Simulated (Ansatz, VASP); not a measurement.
# Two plane-wave programs on ZrSb3

POSCAR

```
ZrSb3
1.0
    4.6038668656      0.0000000000      0.0000000000
    0.0000000000      4.6038668656      0.0000000000
    0.0000000000      0.0000000000      4.6038668656
Zr Sb
1 3
Direct
    0.0000000000      0.0000000000      0.0000000000
    0.0000000000      0.5000000000      0.5000000000
    0.5000000000      0.0000000000      0.5000000000
    0.5000000000      0.5000000000      0.0000000000
```

The input INCAR.step1:

```
ALGO = Normal
EDIFF = 1E-4
ENCUT = 520
GGA = PE
ISMEAR = 0
LASPH = T
LCHARG = F
LREAL = F
LWAVE = T
NBANDS = 22
NELM = 80
PREC = Accurate
SIGMA = 0.1
```

The input INCAR.step2:

```
ALGO = Normal
EDIFF = 1E-7
ENCUT = 520
ISIF = 2
ISMEAR = 0
ISTART = 1
LASPH = T
LCHARG = F
LMIXTAU = T
LREAL = F
LWAVE = F
METAGGA = R2SCAN
NBANDS = 22
NELM = 80
PREC = Accurate
SIGMA = 0.1
```

The input KPOINTS:

```
k-points
0
Gamma
  4 4 4
```

Input for Ansatz:

```yaml
crystal:
  lattice:
    - [4.6038668656, 0.0, 0.0]
    - [0.0, 4.6038668656, 0.0]
    - [0.0, 0.0, 4.6038668656]
  atoms:
    - { symbol: Zr, position: [0.0, 0.0, 0.0] }
    - { symbol: Sb, position: [0.0, 0.5, 0.5] }
    - { symbol: Sb, position: [0.5, 0.0, 0.5] }
    - { symbol: Sb, position: [0.5, 0.5, 0.0] }
basis:
  ecutwfc: 500
kpoints:
  mp_grid: { grid: [4, 4, 4] }
hamiltonian:
  xc: r2scan
scf:
  occupations: { method: gaussian, width: 0.1 }
  lower_state_search: "off"
output:
  forces: true
  stress: true
  eigenvalues: true
```

Alike in both runs: task single point; functional r2SCAN; k mesh 4 × 4 × 4; occupations gaussian, width 0.1 eV; no spin polarisation.

```csv
,VASP,Ansatz
version,VASP 6.6.1,Ansatz 0.2.0
potentials or method,"VASP PAW PBE potentials, release 64 (Zr_sv, Sb), cutoff 520 eV","scalar-relativistic, plane waves, PAW"
valence electrons in the cell,27,57
```

|  | VASP | Ansatz | Ansatz less VASP |
| --- | --- | --- | --- |
| gap on the k mesh at the Fermi level (eV) | none | none | - |
| pressure (GPa) | 2.3 | 2.3 | -0.07 |

VASP's potentials were made for PBE, not for r2SCAN. A gap of «none» marks a metal or a gap that the smearing closes. VASP's potentials hold 27 valence electrons a cell and Ansatz's 57, so a difference there can come from the potentials and not from the codes.

Neither program's run includes spin-orbit coupling.
